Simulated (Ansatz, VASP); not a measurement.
As: VASP beside Ansatz

```xyz
2
Lattice="0.0000 3.0918 3.0918 3.0918 0.0000 3.0918 3.0918 3.0918 0.0000" Properties=species:S:1:pos:R:3 pbc="T T T"
As    0.7729    0.7729    0.7729
As    5.4106    5.4106    5.4106
```

Alike in both runs: functional RPBE; k mesh 9 × 9 × 9; occupations fermi-dirac, width 0.1 eV; no spin polarisation.

Ansatz relaxed the structure, and its values are those at the end. VASP's run is a single point on that final structure, the one shown.

```csv
,VASP,Ansatz
version,VASP 6.6.1,Ansatz 0.2.0
potentials or method,"VASP PAW PBE potentials, release 64 (As), cutoff 520 eV","plane waves (420 eV) with PAW, scalar-relativistic"
valence electrons in the cell,10,30
```

Ansatz gave:

* pressure (GPa): 0.0

Task: Estimate VASP's values.

Result: Pressure (GPa): 0.1.

VASP's potentials were made for PBE, not for RPBE. VASP's potentials hold 10 valence electrons a cell and Ansatz's 30, so a difference there can come from the potentials and not from the codes.
